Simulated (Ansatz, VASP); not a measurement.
**Two plane-wave programs on WC**

```xyz
2
Lattice="2.9065 0.0000 0.0000 -1.4532 2.5171 0.0000 0.0000 0.0000 2.8366" Properties=species:S:1:pos:R:3 pbc="T T T"
W     0.0000    0.0000    0.0000
C     1.4533    0.8390    1.4183
```

Alike in both runs: task single point; functional PBE; k mesh 11 × 11 × 10; occupations methfessel-paxton of order 1, width 0.3 eV; no spin polarisation.

|  | VASP | Ansatz |
| --- | --- | --- |
| version | VASP 6.6.1 | Ansatz 0.2.0 |
| potentials or method | VASP PAW PBE potentials, release 64 (W_sv, C), cutoff 520 eV | plane waves, PAW |
| valence electrons in the cell | 18 | 18 |

VASP gave:

| Item | Value |
| --- | --- |
| pressure (GPa) | 6.7 |
| traceless stress, the component that is largest in VASP (GPa) | -0.16 |

Problem. Which values does Ansatz return?

Solution. Pressure (GPa): 5.6; traceless stress, the component that is largest in VASP (GPa): -0.38.

The functional is the same, so the differences come from potentials, cutoffs and numerics.

Neither program's run includes spin-orbit coupling.
